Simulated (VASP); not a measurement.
**Ag3SnSe: relaxation of cell and atoms with PBE**

The system is Ag3SnSe.

```
CELL_PARAMETERS angstrom
5.05384 0.00000 0.00000
0.00000 5.05384 0.00000
0.00000 0.00000 5.05384
ATOMIC_POSITIONS crystal
Ag 0.50000 0.00000 0.00000
Ag 0.00000 0.50000 0.00000
Ag 0.00000 0.00000 0.50000
Sn 0.50000 0.50000 0.50000
Se 0.00000 0.00000 0.00000
```

The cell was built from a structure type or drawn by symmetry, and may not be a known phase.

```
Program                : VASP 6.6.1
Task                   : relaxation of cell and atoms
Functional             : PBE
Potentials or basis    : VASP PAW PBE potentials, release 64 (Ag, Sn_d, Se)
Cutoff                 : 600 eV
k mesh                 : 8 × 8 × 8
Occupations            : gaussian, width 0.1 eV
Spin                   : no spin polarisation
Dipole correction      : no
Further INCAR settings : ALGO = Normal; EDIFF = 1e-06; IBRION = 2; EDIFFG = -0.01; NSW = 100; ISIF = 3
```

```yaml
Relaxed_volume: 26.17 Å³/atom
Relaxed_cell: a = 5.077 Å, b = 5.077 Å, c = 5.077 Å, α = 90.00°, β = 90.00°, γ = 90.00°
Space_group_after_relaxing_to_0.1_Å: Pm-3m (No. 221)
Energy_gained_by_relaxing: 0.6 meV/atom
Ionic_steps: 2
Pressure_after_relaxing: 0.0 GPa
Band_gap_on_the_k_mesh: zero (an odd number of electrons rules out a gap without spin polarisation)
```

The path:
| step | energy change (eV) | largest force (eV/Å) | pressure (GPa) | volume (Å³) |
| --- | --- | --- | --- | --- |
| 1 | 0.0000 | 0.0000 | 0.59 | 129.08 |
| 2 | -0.0032 | 0.0000 | -0.01 | 130.87 |

Final structure:
```yaml
crystal:
  lattice:
    - [5.07702, 0.00000, 0.00000]
    - [0.00000, 5.07702, 0.00000]
    - [0.00000, 0.00000, 5.07702]
  atoms:
    - { symbol: Ag, position: [0.50000, 0.00000, 0.00000] }
    - { symbol: Ag, position: [0.00000, 0.50000, 0.00000] }
    - { symbol: Ag, position: [0.00000, 0.00000, 0.50000] }
    - { symbol: Sn, position: [0.50000, 0.50000, 0.50000] }
    - { symbol: Se, position: [0.00000, 0.00000, 0.00000] }
```

Levels at points of the mesh, in eV from the Fermi level:
```
           k point  band 22  band 23  band 24  band 25  band 26  band 27  band 28  band 29  band 30  band 31
(0.00, 0.00, 0.00)    -4.05    -4.05    -3.96    -3.44     0.27     0.27     0.27     0.48     0.80     0.80
(0.50, 0.00, 0.00)    -4.05    -3.02    -3.02    -2.62    -1.93     0.51     0.51     1.25     3.41     4.19
(0.50, 0.50, 0.00)    -4.11    -3.24    -3.24    -2.38    -0.05     0.66     0.66     1.34     1.79     3.61
(0.50, 0.50, 0.50)    -3.88    -2.21    -2.21    -2.21    -1.87    -1.87    -1.87     4.58     4.58     4.58
```

It took 94 s on 1 thread of AMD EPYC 9R45 96-Core Processor (Zen 5), with other jobs on the host, peak memory 0.34 GiB.

Caveat: spin-orbit coupling is left out, which moves the levels of the heavy elements.
